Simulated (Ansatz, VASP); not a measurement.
Ta in VASP and in Ansatz

The input INCAR:

```
SYSTEM = Ta
ALGO     = Normal         ! electronic algorithm
EDIFF    = 1E-6           ! SCF threshold, eV
ENCUT    = 520            ! plane-wave cutoff, eV
GGA      = CA             ! functional
ISIF     = 2              ! what is computed and relaxed
ISMEAR   = -1             ! smearing method
LASPH    = .TRUE.         ! aspherical terms in the spheres
LCHARG   = .FALSE.        ! write CHGCAR
LREAL    = .FALSE.        ! projectors in reciprocal space
LWAVE    = .FALSE.        ! write WAVECAR
NBANDS   = 18             ! bands
NELM     = 100            ! most SCF steps
PREC     = Accurate       ! precision mode
SIGMA    = 0.05           ! smearing width, eV
```

Contents of KPOINTS:

```
k-points
0
G
  11 11 5
  0 0 0
```

The input POSCAR:

```
Ta
1.0
    2.8411641924      0.0000000000      0.0000000000
   -1.4205820962      2.4605203670      0.0000000000
    0.0000000000      0.0000000000      5.0608102442
Ta
2
Direct
    0.3333333333      0.6666666667      0.2500000000
    0.6666666667      0.3333333333      0.7500000000
```

File input.yaml:

```yaml
crystal:
  lattice:
    - [2.8411641924, 0.0, 0.0]
    - [-1.4205820962, 2.460520367, 0.0]
    - [0.0, 0.0, 5.0608102442]
  atoms:
    - { symbol: Ta, position: [0.3333333333, 0.6666666667, 0.25] }
    - { symbol: Ta, position: [0.6666666667, 0.3333333333, 0.75] }
kpoints:
  mp_grid: { grid: [11, 11, 5] }
scf:
  occupations: { method: fermi_dirac, width: 0.05 }
hamiltonian:
  xc: lda
  pseudopotentials: { kind: all_electron, lapw: { basis_error: 0.001 } }
output:
  forces: true
  stress: true
  eigenvalues: true
```

Change from the starting cell: volume scaled by 0.94.

Alike in both runs: task single point; functional LDA; k mesh 11 × 11 × 5; occupations fermi-dirac, width 0.05 eV; no spin polarisation.

|  | VASP | Ansatz |
| --- | --- | --- |
| version | VASP 6.6.1 | Ansatz 0.2.0 |
| potentials or method | VASP PAW LDA potentials, release 64 (Ta_pv), cutoff 520 eV | all-electron LAPW, scalar-relativistic |

Ansatz gave:

```
gap on the k mesh at the Fermi level (eV)                     : none
pressure (GPa)                                                : -0.4
traceless stress, the component that is largest in VASP (GPa) : 1.22
```

Question: Estimate VASP's values.

Answer: gap on the k mesh at the Fermi level (eV): none; pressure (GPa): 0.5; traceless stress, the component that is largest in VASP (GPa): 1.13.

LDA's correlation is that of Perdew and Zunger in VASP and of Perdew and Wang (1992) in Ansatz. A gap of «none» marks a metal or a gap that the smearing closes. Ansatz ran all-electron here, and VASP with PAW potentials.

Spin-orbit coupling is off throughout.
